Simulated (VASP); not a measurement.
# ZnGe3O4 (Cm) in VASP: single point with PBEsol

Aim: the single point of ZnGe3O4 with PBEsol.

Everything below comes from runs of VASP 6.6.1. Logs are shortened: lines on timing, memory, paths and dates and some standing lists are left out, and cuts for length are marked.

## (1) The cell of the first run

It takes space group Cm (No. 8, monoclinic). The conventional cell has a = 13.163 Å, b = 3.024 Å, c = 6.555 Å, α = 90.00°, β = 116.37°, γ = 90.00°. Within 2.5 Å of Zn (site symmetry m) lie 4 O at 1.92 to 1.97 Å. Within 2.6 Å of Ge (site symmetry m) lie 3 O at 1.93 to 2.07 Å. Ge (site symmetry m) has 3 O at 1.94 to 2.07 Å within 2.6 Å. Within 2.4 Å of Ge (site symmetry m) lie 3 O at 1.84 to 2.06 Å. O (site symmetry m) has 2 Ge at 1.94 Å and 1 Zn at 1.95 Å within 2.6 Å. Within 2.8 Å of O (site symmetry m) lie 4 Ge at 2.06 to 2.07 Å and 6 O at 2.76 to 2.77 Å. O (site symmetry m) has 1 Ge at 1.84 Å and 2 Zn at 1.92 Å within 2.4 Å. Within 2.6 Å of O (site symmetry m) lie 2 Ge at 1.93 Å and 1 Zn at 1.97 Å.

## (2) Single point, PBEsol

Input file INCAR:

```
  PREC = Accurate
  ENCUT = 520
  EDIFF = 1E-6
  ISMEAR = -1
  SIGMA = 0.03
  LREAL = False
  LASPH = True
  NELM = 100
  ALGO = Normal
  ISIF = 2
  LWAVE = False
  LCHARG = False
  GGA = PS
  NBANDS = 49
```

Input file KPOINTS:

```
regular mesh
0
Gamma
  8 8 4
```

Input file POSCAR:

```
ZnGe3O4
1.0
    6.5814977340     -1.5122191729      0.0402876195
    6.5814977340      1.5122191729      0.0402876195
   -2.9470552191      0.0000000000      5.8551085335
Zn Ge O
1 3 4
Direct
    0.2611055472      0.2611055472      0.9016905642
    0.7291574599      0.7291574599      0.4068699290
    0.5202289635      0.5202289635      0.8726582420
    0.9792019261      0.9792019261      0.3089625359
    0.1231529070      0.1231529070      0.9432896470
    0.5553465568      0.5553465568      0.2133878170
    0.8602654616      0.8602654616      0.0212106849
    0.2095001877      0.2095001877      0.5698475998
```

Potentials or basis: VASP PAW PBE potentials, release 64 (Zn, Ge_d, O).

On the command line:

```
> cat potpaw_PBE.64/Zn/POTCAR potpaw_PBE.64/Ge_d/POTCAR potpaw_PBE.64/O/POTCAR > POTCAR
> mpirun -np 1 vasp_std > vasp.out
```

OUTCAR:

```text
PREC = Accurate
   ENCUT = 520
   EDIFF = 1E-6
   ISMEAR = -1
   LREAL = False
   LASPH = True
   NELM = 100
   ISIF = 2
   GGA = PS

 ion  position               nearest neighbor table
   1  0.261  0.261  0.902-   7 1.92   7 1.92   5 1.95   8 1.97
   2  0.729  0.729  0.407-   8 1.93   8 1.93   6 2.07
   3  0.520  0.520  0.873-   5 1.94   5 1.94   6 2.07
   4  0.979  0.979  0.309-   7 1.84   6 2.06   6 2.06
   5  0.123  0.123  0.943-   3 1.94   3 1.94   1 1.95
   6  0.555  0.555  0.213-   4 2.06   4 2.06   2 2.07   3 2.07
   7  0.860  0.860  0.021-   4 1.84   1 1.92   1 1.92
   8  0.210  0.210  0.570-   2 1.93   2 1.93   1 1.97

  LATTYP: Found a base centered monoclinic cell.
 ALAT       =    13.1632420801
 B/A-ratio  =     0.2297639387
 C/A-ratio  =     0.4979741773
 COS(beta)  =    -0.4441158932

  Lattice vectors:

 A1 = (   6.5814977340,  -1.5122191729,   0.0402876195)
 A2 = (   6.5814977340,   1.5122191729,   0.0402876195)
 A3 = (  -2.9470552191,   0.0000000000,   5.8551085335)

Analysis of symmetry for initial positions (statically):
=====================================================================
 Subroutine PRICEL returns:
 Original cell was already a primitive cell.

 Routine SETGRP: Setting up the symmetry group for a
 base centered monoclinic supercell.

 Subroutine GETGRP returns: Found  2 space group operations
 (whereof  2 operations were pure point group operations)
 out of a pool of  4 trial point group operations.

The static configuration has the point symmetry C_1h.

Analysis of symmetry for dynamics (positions and initial velocities):
=====================================================================
 Subroutine PRICEL returns:
 Original cell was already a primitive cell.

 Routine SETGRP: Setting up the symmetry group for a
 base centered monoclinic supercell.

 Subroutine GETGRP returns: Found  2 space group operations
 (whereof  2 operations were pure point group operations)
 out of a pool of  4 trial point group operations.

The dynamic configuration has the point symmetry C_1h.

 Subroutine INISYM returns: Found  2 space group operations
 (whereof  2 operations are pure point group operations),
 and found     1 'primitive' translations

----------------------------------------------------------------------------------------

                                     Primitive cell

  volume of cell :     116.9070

  direct lattice vectors                    reciprocal lattice vectors
     6.581497734 -1.512219173  0.040287620     0.075737199 -0.330639903  0.038120849
     6.581497734  1.512219173  0.040287620     0.075737199  0.330639903  0.038120849
    -2.947055219  0.000000000  5.855108534    -0.001042260  0.000000000  0.170266426

  length of vectors
     6.753113529  6.753113529  6.554954645     0.341338641  0.341338641  0.170269616

  position of ions in fractional coordinates (direct lattice)
     0.261105547  0.261105547  0.901690564
     0.729157460  0.729157460  0.406869929
     0.520228964  0.520228964  0.872658242
     0.979201926  0.979201926  0.308962536
     0.123152907  0.123152907  0.943289647
     0.555346557  0.555346557  0.213387817
     0.860265462  0.860265462  0.021210685
     0.209500188  0.209500188  0.569847600

  ion indices of the primitive-cell ions
   primitive index   ion index
                 1           1
                 2           2
                 3           3
                 4           4
                 5           5
                 6           6
                 7           7
                 8           8

----------------------------------------------------------------------------------------

 KPOINTS: regular mesh

Automatic generation of k-mesh.
 Grid dimensions read from file:
 generate k-points for:    8    8    4

 Generating k-lattice:

  Cartesian coordinates                     Fractional coordinates (reciprocal lattice)
     0.009467150 -0.041329988  0.004765106     0.125000000 -0.000000000  0.000000000
     0.009467150  0.041329988  0.004765106    -0.000000000  0.125000000  0.000000000
    -0.000260565  0.000000000  0.042566606    -0.000000000 -0.000000000  0.250000000

  Length of vectors
     0.042667330  0.042667330  0.042567404

  Shift w.r.t. Gamma in fractional coordinates (k-lattice)
     0.000000000  0.000000000  0.000000000

 Subroutine IBZKPT returns following result:
 ===========================================

 Found     78 irreducible k-points:

 Following reciprocal coordinates:
            Coordinates               Weight
  0.000000  0.000000  0.000000      1.000000
  0.125000  0.000000  0.000000      4.000000
  0.250000  0.000000  0.000000      4.000000
  0.375000 -0.000000  0.000000      4.000000
  0.500000  0.000000  0.000000      2.000000
  0.125000  0.125000  0.000000      2.000000
[... 16 lines left out ...]
  0.125000  0.000000  0.250000      4.000000
  0.250000  0.000000  0.250000      4.000000
 [... further k-points ...]
   k-points           NKPTS =     78   k-points in BZ     NKDIM =     78   number of bands    NBANDS=     49
   number of dos      NEDOS =    301   number of ions     NIONS =      8
   total plane-waves  NPLWV = 125000
   dimension x,y,z NGX =    50 NGY =   50 NGZ =   50
   dimension x,y,z NGXF=   100 NGYF=  100 NGZF=  100
   ions per type =               1   3   4
   NGX,Y,Z   is equivalent  to a cutoff of  12.31, 12.31, 12.68 a.u.
   NGXF,Y,Z  is equivalent  to a cutoff of  24.62, 24.62, 25.36 a.u.
 SYSTEM =  unknown system
   PREC   = accura    normal or accurate (medium, high low for compatibility)
   ISTART =      0    job   : 0-new  1-cont  2-samecut
   ICHARG =      2    charge: 1-file 2-atom 10-const
   ISPIN  =      1    spin polarized calculation?
   LNONCOLLINEAR =      F non collinear calculations
   LSORBIT =      F    spin-orbit coupling
   LASPH  =      T    aspherical Exc in radial PAW
   ENCUT  =  520.0 eV  38.22 Ry    6.18 a.u.  12.56 12.56 12.19*2*pi/ulx,y,z
   NELM   =    100;   NELMIN=  2; NELMDL= -5     # of ELM steps
   EDIFF  = 0.1E-05   stopping-criterion for ELM
   LREAL  =      F    real-space projection
   EDIFFG = 0.1E-04   stopping-criterion for IOM
   NSW    =      0    number of steps for IOM
   IBRION =     -1    ionic relax: 0-MD 1-quasi-New 2-CG
   NFREE  =      0    steps in history (QN), initial steepest desc. (CG)
   ISIF   =      2    stress and relaxation
   ISYM   =      2    0-nonsym 1-usesym 2-fastsym
   POTIM  = 0.5000    time-step for ionic-motion
   TEBEG  =    0.0;   TEEND  =   0.0 temperature during run
   PSTRESS=    0.0 pullay stress
   NELECT =      78.0000    total number of electrons
   NUPDOWN=      -1.0000    fix difference up-down
   EMIN   =  10.00;   EMAX   =-10.00  energy-range for DOS
   EFERMI =   0.00;   METHOD = LEGACY
   ISMEAR =    -1;   SIGMA  =   0.03  broadening in eV -4-tet -1-fermi 0-gaus
   EFERMI_NEDOS =   21; number of points for ismear=-14 and -15
   IALGO  =     38    algorithm
   IMIX   =      4    mixing-type and parameters
     AMIX     =   0.40;   BMIX     =  1.00
     AMIX_MAG =   1.60;   BMIX_MAG =  1.00
  volume/ion in A,a.u.               =      14.61        98.62
  Fermi-wavevector in a.u.,A,eV,Ry     =   1.430517  2.703284 27.842657  2.046378
  Thomas-Fermi vector in A             =   2.550353
   LORBIT       =      0    0 simple, 1 ext, 2 COOP (PROOUT), +10 PAW based schemes
   GGA     = PS    functional components
   LHFCALC =     F    Hartree Fock is set to
   AEXX    =    0.0000 exact exchange contribution
   IVDW    =     0    specifies the selected vdW correction
   LEPSILON=     F    determine dielectric tensor
   LRPA    =     F    only Hartree local field effects (RPA)
 non-spin polarized calculation
  energy-cutoff  :      520.00
  volume of cell :      116.91
 maximum number of plane-waves:      3173
   NGX = 25   NGY = 25   NGZ = 25

 number of electron      77.9999994 magnetization

 Free energy of the ion-electron system (eV)
  ---------------------------------------------------
  ext. energy  EPLUGINS =         0.00000000
  ---------------------------------------------------
  free energy    TOTEN  =       -46.75508186 eV

  energy without entropy =      -46.75508186  energy(sigma->0) =      -46.75508186

 E-fermi :   3.6349     XC(G=0): -10.5274

 val. band max:        3.0145433009   @ k =  -0.2500   0.1250   0.0000
 cond. band min:       4.6863152620   @ k =  -0.2500   0.2500   0.5000
 fundamental gap:      1.6717719611
 Fermi energy:         3.6349474240

 k-point     1 :       0.0000    0.0000    0.0000
  band No.  band energies     occupation
      1     -20.8935      2.00000
      2     -20.8435      2.00000
      3     -20.8382      2.00000
      4     -20.7711      2.00000
      5     -20.7511      2.00000
      6     -20.7201      2.00000
[... 41 lines left out ...]
     48      11.9093      0.00000
     49      12.0910      0.00000

 k-point     2 :       0.1250    0.0000    0.0000
  band No.  band energies     occupation
      1     -20.8866      2.00000
      2     -20.8323      2.00000
      3     -20.8288      2.00000
      4     -20.7815      2.00000
      5     -20.7472      2.00000
      6     -20.7286      2.00000
[... 41 lines left out ...]
     48      10.5971      0.00000
     49      11.5528      0.00000

 k-point     3 :       0.2500    0.0000    0.0000
  band No.  band energies     occupation
      1     -20.8801      2.00000
      2     -20.8192      2.00000
      3     -20.8114      2.00000
      4     -20.7973      2.00000
      5     -20.7464      2.00000
      6     -20.7400      2.00000
[... 41 lines left out ...]
     48      10.4160      0.00000
     49      11.1069      0.00000

 k-point     4 :       0.3750   -0.0000    0.0000
  band No.  band energies     occupation
      1     -20.8896      2.00000
      2     -20.8343      2.00000
      3     -20.8257      2.00000
      4     -20.7851      2.00000
      5     -20.7477      2.00000
      6     -20.7328      2.00000
[... 977 lines left out ...]
     48      11.6652      0.00000
     49      11.9509      0.00000

 k-point    23 :       0.1250    0.0000    0.2500
  band No.  band energies     occupation
      1     -20.8861      2.00000
      2     -20.8326      2.00000
      3     -20.8288      2.00000
      4     -20.7814      2.00000
      5     -20.7471      2.00000
      6     -20.7285      2.00000
[... 41 lines left out ...]
     48      10.7318      0.00000
     49      11.3473      0.00000

 k-point    24 :       0.2500    0.0000    0.2500
  band No.  band energies     occupation
      1     -20.8799      2.00000
      2     -20.8200      2.00000
      3     -20.8115      2.00000
      4     -20.7969      2.00000
      5     -20.7470      2.00000
      6     -20.7397      2.00000
[... 41 lines left out ...]
     48      10.5982      0.00000
     49      11.1300      0.00000

 [... further k-points ...]

------------------------ aborting loop because EDIFF is reached ----------------------------------------

  FORCE on cell =-STRESS in cart. coord.  units (eV):
  Direction    XX          YY          ZZ          XY          YZ          ZX
  --------------------------------------------------------------------------------------
  -------------------------------------------------------------------------------------
  Total        0.2083406      0.2417471      0.1547737      0.0000000      0.0000000      0.0179684
  in kB        2.8552490      3.3130765      2.1211303      0.0000000      0.0000000      0.2462515
  external PRESSURE =       2.7631520 kB  Pullay stress =       0.0000000 kB

 VOLUME and BASIS-vectors are now :
 -----------------------------------------------------------------------------
  energy-cutoff  :      520.00
  volume of cell :      116.91
      direct lattice vectors                 reciprocal lattice vectors
     6.581497734 -1.512219173  0.040287620     0.075737199 -0.330639903  0.038120849
     6.581497734  1.512219173  0.040287620     0.075737199  0.330639903  0.038120849
    -2.947055219  0.000000000  5.855108534    -0.001042260  0.000000000  0.170266426

 POSITION                                       TOTAL-FORCE (eV/Angst)
 -----------------------------------------------------------------------------------
      0.77960      0.00000      5.30053        -0.022112      0.000000     -0.007860
      8.39883      0.00000      2.44102         0.046475      0.000000     -0.011779
      4.27600      0.00000      5.15143        -0.028306      0.000000     -0.038317
     11.97870      0.00000      1.88791        -0.042044      0.000000      0.024972
     -1.15887      0.00000      5.53299        -0.026245      0.000000      0.016753
      6.68116      0.00000      1.29416         0.009186      0.000000     -0.007667
     11.26116      0.00000      0.19351         0.070002      0.000000      0.055463
      1.07828      0.00000      3.35340        -0.006957      0.000000     -0.031565
 -----------------------------------------------------------------------------------
    total drift:                               -0.001771      0.000000     -0.002574

  FREE ENERGIE OF THE ION-ELECTRON SYSTEM (eV)
  ---------------------------------------------------
  free  energy   TOTEN  =       -46.7550818590 eV

  energy  without entropy=      -46.7550818589  energy(sigma->0) =      -46.75508186
```

Run time: 19 min. Hardware: 1 thread of AMD EPYC 7R43 (Zen 3), shared host; peak memory 0.55 GiB.

Results:

| Property | Result |
| --- | --- |
| Free energy | -46.7551 eV |
| Pressure | 0.3 GPa |
| Largest force | 0.089 eV/Å |
| Band gap on the k mesh | 1.67 eV (least direct gap 1.91 eV) |

Forces in eV/Å, atoms in the order of the input:
```
Zn  -0.022  0.000 -0.008
Ge   0.046  0.000 -0.012
Ge  -0.028  0.000 -0.038
Ge  -0.042  0.000  0.025
O   -0.026  0.000  0.017
O    0.009  0.000 -0.008
O    0.070  0.000  0.055
O   -0.007  0.000 -0.032
```

Stress tensor (GPa, compression positive):
```
0.29 0.00 0.02
0.00 0.33 0.00
0.02 0.00 0.21
```

Caveat: the PAW data sets were made with another functional, which shifts forces and pressure a little. A k mesh can miss the band edges.
